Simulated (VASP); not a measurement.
Crystal: Pb.

```
Pb
1.0
     3.48946    0.00000    0.00000
    -1.74473    3.02196    0.00000
     0.00000    0.00000    5.75270
Pb
2
Direct
  0.33333 0.66667 0.25000
  0.66667 0.33333 0.75000
```

```yaml
Program: VASP 6.6.1
Task: relaxation of cell and atoms
Functional: LDA
Potentials_or_basis: VASP PAW LDA potentials, release 64 (Pb_d)
Cutoff: 600 eV
k_mesh: 15 × 15 × 8
Occupations: gaussian, width 0.1 eV
Spin: no spin polarisation
```

At the start: pressure -2.1 GPa; volume 30.33 Å³/atom.

Q: How do energy, volume and symmetry change on relaxing?

A: Over 20 steps the energy falls by 9.0 meV/atom and the volume is 29.03 Å³/atom (-4.3 %); space group P6_3/mmc (No. 194, to 0.05 Å).

Step by step:
```
step  energy change (eV)  largest force (eV/Å)  pressure (GPa)  volume (Å³)
   1              0.0000                0.0000           -2.09        60.66
   2             -0.0161                0.0000            0.76        57.25
   3             -0.0179                0.0000            0.00        58.04
   4             -0.0179                0.0000            0.01        57.99
   5             -0.0179                0.0000            0.05        57.99
   6             -0.0179                0.0000            0.05        57.99
   7             -0.0179                0.0000            0.06        58.01
   8             -0.0179                0.0000           -0.01        58.06
   9             -0.0179                0.0000           -0.02        58.03
  10             -0.0179                0.0000            0.01        58.02
  11             -0.0179                0.0000           -0.01        58.01
  12             -0.0179                0.0000            0.00        58.01
  13             -0.0179                0.0000            0.03        58.01
  14             -0.0179                0.0000            0.03        58.01
  15             -0.0179                0.0000            0.04        58.02
  16             -0.0180                0.0000            0.03        58.05
  17             -0.0179                0.0000           -0.05        58.11
  18             -0.0180                0.0000           -0.06        58.07
  19             -0.0180                0.0000           -0.02        58.06
  20             -0.0180                0.0000            0.00        58.05
```

Final structure:
```
CELL_PARAMETERS angstrom
3.43703 0.00000 0.00000
-1.71852 2.97656 0.00000
0.00000 0.00000 5.67449
ATOMIC_POSITIONS crystal
Pb 0.33333 0.66667 0.25000
Pb 0.66667 0.33333 0.75000
```
